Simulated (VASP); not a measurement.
A run of VASP 6.6.1:

Contents of INCAR:

```
SYSTEM = SnPt3
PREC = Accurate ; ENCUT = 520
EDIFF = 1E-8 ; ISMEAR = -1
SIGMA = 0.05 ; LREAL = .False.
LASPH = .True. ; NELM = 80
ALGO = Normal ; ISIF = 2
LWAVE = .False. ; LCHARG = .False.
LEFG = .True. ; NBANDS = 30
```

The input KPOINTS:

```
Automatic mesh
0
Gamma
  8 8 8
  0 0 0
```

File POSCAR:

```
SnPt3
1.0
    4.0000000000      0.0000000000      0.0000000000
    0.0000000000      4.0000000000      0.0000000000
    0.0000000000      0.0000000000      4.0400000000
Sn Pt
1 3
Direct
    0.0000000000      0.0000000000      0.0000000000
    0.0000000000      0.5000000000      0.5000000000
    0.5000000000      0.0000000000      0.5000000000
    0.5000000000      0.5000000000      0.0000000000
```

Potentials or basis: VASP PAW LDA potentials, release 64 (Sn_d, Pt).

Command:

```sh
$ cat potpaw_LDA.64/Sn_d/POTCAR potpaw_LDA.64/Pt/POTCAR > POTCAR
$ mpirun -np 1 vasp_std > vasp.out
```

Hardware: 1 thread of AMD EPYC 9R45 96-Core Processor (Zen 5) (shared host).

Question: Estimate the wall time of this run.

Answer: Run time: 50 s on 1 thread of AMD EPYC 9R45 96-Core Processor (Zen 5) (shared host), peak memory 0.21 GiB. Counts: scf iterations 14, k points 75.
